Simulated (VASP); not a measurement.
Set up this calculation in VASP 6.6.1, as the native input.

* Task: single point
* Functional: PBE
* Potentials or basis: VASP PAW PBE potentials, release 64 (Na_pv, Cl)
* Cutoff: 520 eV
* k mesh: 6 × 6 × 6
* Occupations: gaussian, width 0.01 eV
* Spin: no spin polarisation
* Dipole correction: no
* Further INCAR settings: ALGO = Normal; EDIFF = 1e-07; NBANDS = 14

The structure of NaCl lies in POSCAR:

```
NaCl
1.0
    0.0000000000      2.8183329054      2.8183329054
    2.8183329054      0.0000000000      2.8183329054
    2.8183329054      2.8183329054      0.0000000000
Na Cl
1 1
Direct
    0.0000000000      0.0000000000      0.0000000000
    0.5000000000      0.5000000000      0.5000000000
```

This cell differs from its parent crystal: volume changed by -3%.

The input as run:

INCAR

```
SYSTEM = NaCl
PREC = Accurate
ENCUT = 520
EDIFF = 1E-7
ISMEAR = 0
SIGMA = 0.01
LREAL = .FALSE.
LASPH = .TRUE.
NELM = 100
ALGO = Normal
ISIF = 2
LWAVE = .FALSE.
LCHARG = .FALSE.
GGA = PE
NBANDS = 14
```

KPOINTS

```
Automatic mesh
0
G
  6 6 6
  0 0 0
```

Potentials or basis: VASP PAW PBE potentials, release 64 (Na_pv, Cl).

Run with:

```console
$ cat potpaw_PBE.64/Na_pv/POTCAR potpaw_PBE.64/Cl/POTCAR > POTCAR
$ mpirun -np 1 vasp_std > vasp.out
```

Results of the run:

The pressure is 0.8 GPa and the band gap on the k mesh is 5.11 eV, direct.

It took 7.5 s on 1 thread of Intel(R) Xeon(R) Platinum 8488C (Sapphire Rapids) (shared host), peak memory 0.15 GiB.
